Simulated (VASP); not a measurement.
Input of a VASP 6.6.1 run:

Contents of INCAR:

```
SYSTEM = YS4
  ALGO = Normal
  EDIFF = 1E-6
  ENCUT = 520
  GGA = PE
  ISIF = 2
  ISMEAR = 0
  LASPH = .True.
  LCHARG = .True.
  LELF = .True.
  LREAL = .False.
  LVHAR = .True.
  LWAVE = .False.
  NBANDS = 26
  NELM = 60
  PREC = Accurate
  SIGMA = 0.1
```

KPOINTS

```
k-points
0
Gamma
  4 6 4
  0 0 0
```

POSCAR

```
YS4
1.0
    5.8772478900      0.0000000000      0.0000000000
    0.0000000000      3.3932311200      0.0000000000
   -1.9590826300      0.0000000000      5.7390252300
Y S
1 4
Direct
    0.5000000000      0.8333333300      0.0000000000
    0.8354819800      0.0000000000      0.5064459300
    0.3354819800      0.5000000000      0.5064459300
    0.6645180200      0.5000000000      0.4935540700
    0.1645180200      0.0000000000      0.4935540700
```

Potentials or basis: VASP PAW PBE potentials, release 64 (Y_sv, S).

Command:

```sh
$ cat potpaw_PBE.64/Y_sv/POTCAR potpaw_PBE.64/S/POTCAR > POTCAR
$ mpirun -np 1 vasp_std > vasp.out
```

What does it give for the largest force?

1.449 eV/Å.

Estimate the pressure.

26.7 GPa.

Stress tensor (GPa, compression positive):
```
43.78  0.00 -0.97
 0.00 46.22  0.00
-0.97  0.00 -9.86
```

Caveat: forces of over 1 eV/Å act on the atoms, so gaps and moduli don't describe the material at rest.
